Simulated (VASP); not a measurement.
Write the native input for VASP 6.6.1 that does the following.

| Property | Result |
| --- | --- |
| Task | single point |
| Functional | PBE |
| Potentials or basis | VASP PAW PBE potentials, release 64 (Mo_sv, Tl_d) |
| Cutoff | 520 eV |
| k mesh | 5 × 5 × 5 |
| Occupations | methfessel-paxton, width 0.1 eV |
| Spin | no spin polarisation |
| Dipole correction | no |
| Further INCAR settings | ALGO = Normal; EDIFF = 1e-06; NBANDS = 34 |

The structure of Tl3Mo lies in POSCAR:

```
Tl3Mo
1.0
    4.5318784065      0.0000000000      0.0000000000
    0.0000000000      4.5318784065      0.0000000000
    0.0000000000      0.0000000000      4.5318784065
Mo Tl
1 3
Direct
    0.0000000000      0.0000000000      0.0000000000
    0.0000000000      0.5000000000      0.5000000000
    0.5000000000      0.0000000000      0.5000000000
    0.5000000000      0.5000000000      0.0000000000
```

One way to write it, as run:

INCAR

```
ALGO = Normal ; EDIFF = 1E-6
ENCUT = 520 ; GGA = PE
ISIF = 2 ; ISMEAR = 1
LASPH = T ; LCHARG = F
LREAL = F ; LWAVE = F
NBANDS = 34 ; NELM = 80
PREC = Accurate ; SIGMA = 0.1
```

KPOINTS

```
k-points
0
Gamma
  5 5 5
```

Potentials or basis: VASP PAW PBE potentials, release 64 (Mo_sv, Tl_d).

Command:

```console
$ cat potpaw_PBE.64/Mo_sv/POTCAR potpaw_PBE.64/Tl_d/POTCAR > POTCAR
$ mpirun -np 1 vasp_std > vasp.out
```

Results of the run:

* Pressure: 0.0 GPa

It took 12 s on 1 thread of Intel(R) Xeon(R) 6975P-C (Granite Rapids) (shared host), peak memory 0.21 GiB.
